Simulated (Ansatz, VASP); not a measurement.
## Hf3Rh: VASP beside Ansatz

```
Hf Rh
1.0
     4.29712    0.00000    0.00000
     0.00000    4.29712    0.00000
     0.00000    0.00000    4.29712
Hf Rh
3 1
Direct
  0.00000 0.50000 0.50000
  0.50000 0.00000 0.50000
  0.50000 0.50000 0.00000
  0.00000 0.00000 0.00000
```

Alike in both runs: functional PBE; k mesh 12 × 12 × 12; occupations gaussian, width 0.1 eV; no spin polarisation.

Ansatz relaxed the structure, and its values are those at the end. VASP's run is a single point on that final structure, the one shown.

```csv
,VASP,Ansatz
version,VASP 6.6.1,Ansatz 0.2.0
potentials or method,"VASP PAW PBE potentials, release 64 (Hf_pv, Rh_pv), cutoff 520 eV","scalar-relativistic, plane waves, PAW"
valence electrons in the cell,45,95
```

Ansatz gave:

```
gap on the k mesh at the Fermi level (eV) : none
pressure (GPa)                            : 0.0
```

Task: Which values does VASP return?

Result: gap on the k mesh at the Fermi level (eV): none; pressure (GPa): -0.6.

A gap of «none» marks a metal or a gap that the smearing closes. VASP's potentials hold 45 valence electrons a cell and Ansatz's 95, so a difference there can come from the potentials and not from the codes.

Spin-orbit coupling is off throughout.
